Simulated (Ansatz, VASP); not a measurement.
## MgO: VASP beside Ansatz

```xyz
2
Lattice="0.0000 2.1351 2.1351 1.8949 0.0000 2.1351 1.8949 2.1351 0.0000" Properties=species:S:1:pos:R:3 pbc="T T T"
Mg    0.0000    0.0000    0.0000
O     1.8949    2.1351    2.1351
```

Change from the starting cell: strain -0.1125 x Voigt [1, 0, 0, 0, 0, 0], atoms carried along.

Alike in both runs: task single point; functional PBE; k mesh 10 × 10 × 10; occupations gaussian, width 0.05 eV; no spin polarisation.

|  | VASP | Ansatz |
| --- | --- | --- |
| version | VASP 6.6.1 | Ansatz 0.2.0 |
| potentials or method | VASP PAW PBE potentials, release 64 (Mg, O), cutoff 520 eV | scalar-relativistic, plane waves, PAW |
| valence electrons in the cell | 8 | 16 |

|  | VASP | Ansatz | Ansatz less VASP |
| --- | --- | --- | --- |
| gap on the k mesh at the Fermi level (eV) | 5.31 | 5.32 | +0.013 |
| least direct gap on the mesh (eV) | 5.31 | 5.32 | +0.013 |
| pressure (GPa) | 25.9 | 26.4 | +0.53 |
| traceless stress, the component that is largest in VASP (GPa) | 31.97 | 31.57 | -0.398 |

The functional is the same, so the differences come from potentials, cutoffs and numerics. VASP's potentials hold 8 valence electrons a cell and Ansatz's 16, so a difference there can come from the potentials and not from the codes.
